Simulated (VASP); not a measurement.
Wanted: the native input for a VASP 6.6.1 run.

* Task: single point
* Functional: BLYP
* Potentials or basis: VASP PAW PBE potentials, release 64 (Fe)
* Cutoff: 600 eV
* k mesh: 18 × 18 × 18
* Occupations: fermi-dirac, width 0.05 eV
* Spin: collinear spin, ferromagnetic start
* Starting moments: [-2.199, -2.199] μB
* Dipole correction: no
* Further INCAR settings: ALGO = Normal; EDIFF = 1e-06; NBANDS = 19

The structure of Fe lies in POSCAR:

```
Fe
1.0
    2.9127335472      0.0000000000      0.0000000000
    0.0000000000      2.9127335472      0.0000000000
    0.0000000000      0.0000000000      2.9127335472
Fe
2
Direct
    0.0000000000      0.0000000000      0.0000000000
    0.5000000000      0.5000000000      0.5000000000
```

One way to write it, as run:

INCAR

```
SYSTEM = Fe
AGGAC = 1.0
AGGAX = 1.0
ALDAC = 0.0
ALDAX = 1.0
ALGO = Normal
EDIFF = 1E-6
ENCUT = 600
GGA = B5
GGA_COMPAT = .False.
ISIF = 2
ISMEAR = -1
ISPIN = 2
LASPH = .True.
LCHARG = .False.
LMAXMIX = 4
LORBIT = 11
LREAL = .False.
LWAVE = .False.
MAGMOM = -2.199 -2.199
NBANDS = 19
NELM = 200
PREC = Accurate
SIGMA = 0.05
```

KPOINTS

```
k-points
0
Gamma
  18 18 18
  0 0 0
```

Potentials or basis: VASP PAW PBE potentials, release 64 (Fe).

Command:

```bash
$ cat potpaw_PBE.64/Fe/POTCAR > POTCAR
$ mpirun -np 1 vasp_std > vasp.out
```

It gave:

| Quantity | Value |
| --- | --- |
| Pressure | -5.5 GPa |
| Net moment | -4.62 μB per cell |
| Site moments | Fe -2.31 μB |
| Valence electrons inside the program's atomic spheres | Fe 7.16 |

Caveat: the cell stands under tension; the PAW data sets were made with another functional, which shifts forces and pressure a little.

Wall time 3.8 min on 1 thread of Oxide Virtual Turin-like Processor, with other jobs on the host, peak memory 0.24 GiB.
